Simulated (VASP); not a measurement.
# AlN (P6_3mc) in VASP: notebook

Runs on AlN. Level: PBEsol. Tasks: single point.

All numbers are computed with VASP 6.6.1; they aren't measurements. Logs are shortened: lines on timing, memory, paths and dates and some standing lists are left out, and cuts for length are marked.

### Step 1. The cell of the first run

The structure is hexagonal, space group P6_3mc (No. 186). Conventional cell: a = 3.076 Å, b = 3.076 Å, c = 5.020 Å, α = 90.00°, β = 90.00°, γ = 120.00°. Within 2.5 Å of Al (site symmetry 3m) lie 4 N at 1.88 to 1.90 Å. N (site symmetry 3m) has 4 Al at 1.88 to 1.90 Å within 2.5 Å.

### Step 2. Single point, PBEsol

The input, INCAR:

```
SYSTEM = AlN
PREC = Accurate
ENCUT = 600
EDIFF = 1E-6
ISMEAR = 0
SIGMA = 0.02
LREAL = .False.
LASPH = .True.
NELM = 120
ALGO = Normal
ISIF = 2
LWAVE = .False.
LCHARG = .False.
GGA = PS
NBANDS = 16
GGA_COMPAT = .False.
```

The input, KPOINTS:

```
regular mesh
0
Gamma
  9 9 5
  0 0 0
```

The input, POSCAR:

```
AlN
1.0
    3.0758056105      0.0000000000      0.0000000000
   -1.5379028052      2.6637257958      0.0000000000
    0.0000000000      0.0000000000      5.0201980548
Al N
2 2
Direct
    0.3333333333      0.6666666667      0.0033192940
    0.6666666667      0.3333333333      0.5033192940
    0.3333333333      0.6666666667      0.3816807060
    0.6666666667      0.3333333333      0.8816807060
```

Potentials or basis: VASP PAW PBE potentials, release 64 (Al, N).

Started as:

```
$ cat potpaw_PBE.64/Al/POTCAR potpaw_PBE.64/N/POTCAR > POTCAR
$ mpirun -np 1 vasp_std > vasp.out
```

OUTCAR:

```text
SYSTEM = AlN
   PREC = Accurate
   ENCUT = 600
   EDIFF = 1E-6
   ISMEAR = 0
   LREAL = .False.
   LASPH = .True.
   NELM = 120
   ISIF = 2
   GGA = PS

 ion  position               nearest neighbor table
   1  0.333  0.667  0.003-   4 1.88   4 1.88   4 1.88   3 1.90   2 3.07   2 3.07   2 3.07   2 3.07
                             2 3.07   2 3.07
   2  0.667  0.333  0.503-   3 1.88   3 1.88   3 1.88   4 1.90   1 3.07   1 3.07   1 3.07   1 3.07
                             1 3.07   1 3.07
   3  0.333  0.667  0.382-   2 1.88   2 1.88   2 1.88   1 1.90
   4  0.667  0.333  0.882-   1 1.88   1 1.88   1 1.88   2 1.90

  LATTYP: Found a hexagonal cell.
 ALAT       =     3.0758056105
 C/A-ratio  =     1.6321571291

  Lattice vectors:

 A1 = (   3.0758056105,   0.0000000000,   0.0000000000)
 A2 = (  -1.5379028052,   2.6637257958,   0.0000000000)
 A3 = (   0.0000000000,   0.0000000000,   5.0201980548)

Analysis of symmetry for initial positions (statically):
=====================================================================
 Subroutine PRICEL returns:
 Original cell was already a primitive cell.

 Routine SETGRP: Setting up the symmetry group for a
 hexagonal supercell.

 Subroutine GETGRP returns: Found 12 space group operations
 (whereof  6 operations were pure point group operations)
 out of a pool of 24 trial point group operations.

The static configuration has the point symmetry C_3v.
 The point group associated with its full space group is C_6v.

Analysis of symmetry for dynamics (positions and initial velocities):
=====================================================================
 Subroutine PRICEL returns:
 Original cell was already a primitive cell.

 Routine SETGRP: Setting up the symmetry group for a
 hexagonal supercell.

 Subroutine GETGRP returns: Found 12 space group operations
 (whereof  6 operations were pure point group operations)
 out of a pool of 24 trial point group operations.

The dynamic configuration has the point symmetry C_3v.
 The point group associated with its full space group is C_6v.

 Subroutine INISYM returns: Found 12 space group operations
 (whereof  6 operations are pure point group operations),
 and found     1 'primitive' translations

----------------------------------------------------------------------------------------

                                     Primitive cell

  volume of cell :      41.1310

  direct lattice vectors                    reciprocal lattice vectors
     3.075805610  0.000000000  0.000000000     0.325118075  0.187707008  0.000000000
    -1.537902805  2.663725796  0.000000000     0.000000000  0.375414017  0.000000000
     0.000000000  0.000000000  5.020198055     0.000000000  0.000000000  0.199195328

  length of vectors
     3.075805610  3.075805610  5.020198055     0.375414017  0.375414017  0.199195328

  position of ions in fractional coordinates (direct lattice)
     0.333333333  0.666666667  0.003319294
     0.666666667  0.333333333  0.503319294
     0.333333333  0.666666667  0.381680706
     0.666666667  0.333333333  0.881680706

  ion indices of the primitive-cell ions
   primitive index   ion index
                 1           1
                 2           2
                 3           3
                 4           4

----------------------------------------------------------------------------------------

 KPOINTS: regular mesh

Automatic generation of k-mesh.
 Grid dimensions read from file:
 generate k-points for:    9    9    5

 Generating k-lattice:

  Cartesian coordinates                     Fractional coordinates (reciprocal lattice)
     0.036124231  0.020856334  0.000000000     0.111111111  0.000000000  0.000000000
     0.000000000  0.041712669  0.000000000     0.000000000  0.111111111  0.000000000
     0.000000000  0.000000000  0.039839066     0.000000000  0.000000000  0.200000000

  Length of vectors
     0.041712669  0.041712669  0.039839066

  Shift w.r.t. Gamma in fractional coordinates (k-lattice)
     0.000000000  0.000000000  0.000000000

 Subroutine IBZKPT returns following result:
 ===========================================

 Found     36 irreducible k-points:

 Following reciprocal coordinates:
            Coordinates               Weight
  0.000000  0.000000  0.000000      1.000000
  0.111111 -0.000000  0.000000      6.000000
  0.222222 -0.000000  0.000000      6.000000
  0.333333 -0.000000  0.000000      6.000000
  0.444444 -0.000000  0.000000      6.000000
  0.111111  0.111111  0.000000      6.000000
[... 16 lines left out ...]
  0.333333  0.222222  0.200000     24.000000
  0.333333  0.333333  0.200000      4.000000
 [... further k-points ...]
   k-points           NKPTS =     36   k-points in BZ     NKDIM =     36   number of bands    NBANDS=     16
   number of dos      NEDOS =    301   number of ions     NIONS =      4
   total plane-waves  NPLWV =  31360
   dimension x,y,z NGX =    28 NGY =   28 NGZ =   40
   dimension x,y,z NGXF=    56 NGYF=   56 NGZF=   80
   ions per type =               2   2
   NGX,Y,Z   is equivalent  to a cutoff of  15.13, 15.13, 13.25 a.u.
   NGXF,Y,Z  is equivalent  to a cutoff of  30.27, 30.27, 26.49 a.u.
 SYSTEM =  AlN
   PREC   = accura    normal or accurate (medium, high low for compatibility)
   ISTART =      0    job   : 0-new  1-cont  2-samecut
   ICHARG =      2    charge: 1-file 2-atom 10-const
   ISPIN  =      1    spin polarized calculation?
   LNONCOLLINEAR =      F non collinear calculations
   LSORBIT =      F    spin-orbit coupling
   LASPH  =      T    aspherical Exc in radial PAW
   ENCUT  =  600.0 eV  44.10 Ry    6.64 a.u.   6.14  6.14 10.03*2*pi/ulx,y,z
   NELM   =    120;   NELMIN=  2; NELMDL= -5     # of ELM steps
   EDIFF  = 0.1E-05   stopping-criterion for ELM
   LREAL  =      F    real-space projection
   EDIFFG = 0.1E-04   stopping-criterion for IOM
   NSW    =      0    number of steps for IOM
   IBRION =     -1    ionic relax: 0-MD 1-quasi-New 2-CG
   NFREE  =      0    steps in history (QN), initial steepest desc. (CG)
   ISIF   =      2    stress and relaxation
   ISYM   =      2    0-nonsym 1-usesym 2-fastsym
   POTIM  = 0.5000    time-step for ionic-motion
   TEBEG  =    0.0;   TEEND  =   0.0 temperature during run
   PSTRESS=    0.0 pullay stress
   NELECT =      16.0000    total number of electrons
   NUPDOWN=      -1.0000    fix difference up-down
   EMIN   =  10.00;   EMAX   =-10.00  energy-range for DOS
   EFERMI =   0.00;   METHOD = LEGACY
   ISMEAR =     0;   SIGMA  =   0.02  broadening in eV -4-tet -1-fermi 0-gaus
   EFERMI_NEDOS =   21; number of points for ismear=-14 and -15
   IALGO  =     38    algorithm
   IMIX   =      4    mixing-type and parameters
     AMIX     =   0.40;   BMIX     =  1.00
     AMIX_MAG =   1.60;   BMIX_MAG =  1.00
  volume/ion in A,a.u.               =      10.28        69.39
  Fermi-wavevector in a.u.,A,eV,Ry     =   1.195066  2.258346 19.431593  1.428182
  Thomas-Fermi vector in A             =   2.331040
   LORBIT       =      0    0 simple, 1 ext, 2 COOP (PROOUT), +10 PAW based schemes
   GGA     = PS    functional components
   LHFCALC =     F    Hartree Fock is set to
   AEXX    =    0.0000 exact exchange contribution
   IVDW    =     0    specifies the selected vdW correction
   LEPSILON=     F    determine dielectric tensor
   LRPA    =     F    only Hartree local field effects (RPA)
 non-spin polarized calculation
 Gauss-broadening in eV      SIGMA  =   0.02
  energy-cutoff  :      600.00
  volume of cell :       41.13
 maximum number of plane-waves:      1389
 NGX is ok and might be reduce to    28
   NGX = 13   NGY = 13   NGZ = 21

 number of electron      15.9999998 magnetization

 Free energy of the ion-electron system (eV)
  ---------------------------------------------------
  ext. energy  EPLUGINS =         0.00000000
  ---------------------------------------------------
  free energy    TOTEN  =       -31.29725989 eV

  energy without entropy =      -31.29725989  energy(sigma->0) =      -31.29725989

 E-fermi :   6.1928     XC(G=0): -11.1758

 val. band max:        6.0902906454   @ k =   0.0000   0.0000   0.0000
 cond. band min:      10.4513721965   @ k =   0.0000   0.0000   0.0000
 fundamental gap:      4.3610815511
 Fermi energy:         6.1927850053

 k-point     1 :       0.0000    0.0000    0.0000
  band No.  band energies     occupation
      1      -9.0478      2.00000
      2      -6.8966      2.00000
      3       0.0128      2.00000
      4       5.4366      2.00000
      5       5.4366      2.00000
      6       6.0404      2.00000
[... 8 lines left out ...]
     15      19.5279      0.00000
     16      19.5279      0.00000

 k-point     2 :       0.1111   -0.0000    0.0000
  band No.  band energies     occupation
      1      -8.8837      2.00000
      2      -6.7996      2.00000
      3       0.2068      2.00000
      4       4.7032      2.00000
      5       5.2332      2.00000
      6       5.3434      2.00000
[... 8 lines left out ...]
     15      19.2797      0.00000
     16      19.4780      0.00000

 k-point     3 :       0.2222   -0.0000    0.0000
  band No.  band energies     occupation
      1      -8.4176      2.00000
      2      -6.5531      2.00000
      3       0.7704      2.00000
      4       3.1406      2.00000
      5       4.0444      2.00000
      6       4.8167      2.00000
[... 8 lines left out ...]
     15      18.4374      0.00000
     16      19.3252      0.00000

 k-point     4 :       0.3333   -0.0000    0.0000
  band No.  band energies     occupation
      1      -7.7438      2.00000
      2      -6.3035      2.00000
      3       1.6221      2.00000
      4       1.6590      2.00000
      5       2.8109      2.00000
      6       4.4294      2.00000
[... 8 lines left out ...]
     15      18.2791      0.00000
     16      20.7933      0.00000
[... 324 lines left out ...]
 k-point    22 :       0.2222    0.2222    0.2000
  band No.  band energies     occupation
      1      -7.2882      2.00000
      2      -6.3375      2.00000
      3       1.4691      2.00000
      4       1.7589      2.00000
      5       3.2055      2.00000
      6       3.4984      2.00000
[... 8 lines left out ...]
     15      18.4805      0.00000
     16      21.1201      0.00000

 k-point    23 :       0.3333    0.2222    0.2000
  band No.  band energies     occupation
      1      -6.7521      2.00000
      2      -6.2840      2.00000
      3       1.0928      2.00000
      4       1.7225      2.00000
      5       2.6332      2.00000
      6       3.7462      2.00000
[... 8 lines left out ...]
     15      19.0969      0.00000
     16      21.1695      0.00000

 k-point    24 :       0.3333    0.3333    0.2000
  band No.  band energies     occupation
      1      -6.4132      2.00000
      2      -6.4132      2.00000
      3       1.4548      2.00000
      4       1.8847      2.00000
      5       1.8847      2.00000
      6       3.2999      2.00000
[... 8 lines left out ...]
     15      19.3459      0.00000
     16      21.6302      0.00000

 [... further k-points ...]
[... 5 lines left out ...]
  --------------------------------------------------------------------------------------
  -------------------------------------------------------------------------------------
  Total        1.4383520      1.4383520     -0.0721592      0.0000000     -0.0000000      0.0000000
  in kB       56.0281799     56.0281799     -2.8108198      0.0000000     -0.0000000      0.0000000
  external PRESSURE =      36.4151800 kB  Pullay stress =       0.0000000 kB

 VOLUME and BASIS-vectors are now :
 -----------------------------------------------------------------------------
  energy-cutoff  :      600.00
  volume of cell :       41.13
      direct lattice vectors                 reciprocal lattice vectors
     3.075805610  0.000000000  0.000000000     0.325118075  0.187707008  0.000000000
    -1.537902805  2.663725796  0.000000000     0.000000000  0.375414017  0.000000000
     0.000000000  0.000000000  5.020198055     0.000000000  0.000000000  0.199195328

 POSITION                                       TOTAL-FORCE (eV/Angst)
 -----------------------------------------------------------------------------------
     -0.00000      1.77582      0.01666        -0.000000      0.000000      0.000838
      1.53790      0.88791      2.52676        -0.000000     -0.000000      0.000838
     -0.00000      1.77582      1.91611        -0.000000     -0.000000     -0.000838
      1.53790      0.88791      4.42621         0.000000      0.000000     -0.000838
 -----------------------------------------------------------------------------------
    total drift:                               -0.000000      0.000000      0.000011

  FREE ENERGIE OF THE ION-ELECTRON SYSTEM (eV)
  ---------------------------------------------------
  free  energy   TOTEN  =       -31.2972598865 eV

  energy  without entropy=      -31.2972598865  energy(sigma->0) =      -31.29725989
```

Run time: 30 s. Hardware: 1 thread of Intel Xeon Platinum 8375C at 2.90GHz (Ice Lake), shared host; peak memory 0.18 GiB.

What came out:

| Item | Value |
| --- | --- |
| Free energy | -31.2973 eV |
| Pressure | 3.6 GPa |
| Band gap on the k mesh | 4.36 eV, direct |

Stress tensor (GPa, compression positive):
```
 5.60  0.00  0.00
 0.00  5.60  0.00
 0.00  0.00 -0.28
```

Levels at points of the mesh, in eV from the valence-band top:
```tsv
k point	band 5	band 6	band 7	band 8	band 9	band 10	band 11	band 12
(0.00, 0.00, 0.00)	-0.65	-0.05	-0.05	0.00	4.36	7.00	10.62	11.46
```

Caveat: the PAW data sets were made with another functional, which shifts forces and pressure a little. Expect the measured gap to be larger: semilocal functionals such as PBEsol lack the derivative discontinuity.

(Part 1 of 2 ends here.)
